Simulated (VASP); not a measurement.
A run of VASP 6.6.1 is set up as follows.

File INCAR:

```
SYSTEM = Sc
  PREC = Accurate
  ENCUT = 520
  EDIFF = 1E-7
  ISMEAR = 0
  SIGMA = 0.1
  LREAL = .FALSE.
  LASPH = .TRUE.
  NELM = 100
  ALGO = Fast
  ISIF = 2
  LWAVE = .FALSE.
  LCHARG = .FALSE.
  GGA = PS
  NBANDS = 18
```

The input KPOINTS:

```
Automatic mesh
0
G
  6 6 4
  0 0 0
```

Contents of POSCAR:

```
Sc
1.0
    3.2912249500      0.0000000000      0.0000000000
   -1.6456124800      2.8502844200      0.0000000000
    0.0000000000      0.0000000000      5.3325723900
Sc
2
Direct
    0.3333333300      0.6666666700      0.2500000000
    0.6666666700      0.3333333300      0.7500000000
```

Potentials or basis: VASP PAW PBE potentials, release 64 (Sc_sv).

Run with:

```console
$ cat potpaw_PBE.64/Sc_sv/POTCAR > POTCAR
$ mpirun -np 1 vasp_std > vasp.out
```

Task: Predict the band gap on the k mesh.

Result: Zero (bands 11 and 12 overlap by 1.25 eV).

Task: Predict the pressure.

Result: -2.9 GPa.

Stress tensor (GPa, compression positive):
```
-1.89  0.00  0.00
 0.00 -1.89  0.00
 0.00  0.00 -4.94
```

Caveat: the k points lie up to 0.37 Å⁻¹ apart, too coarse for converged energies and pressures of a metal; the PAW data sets were made with another functional, which shifts forces and pressure a little.
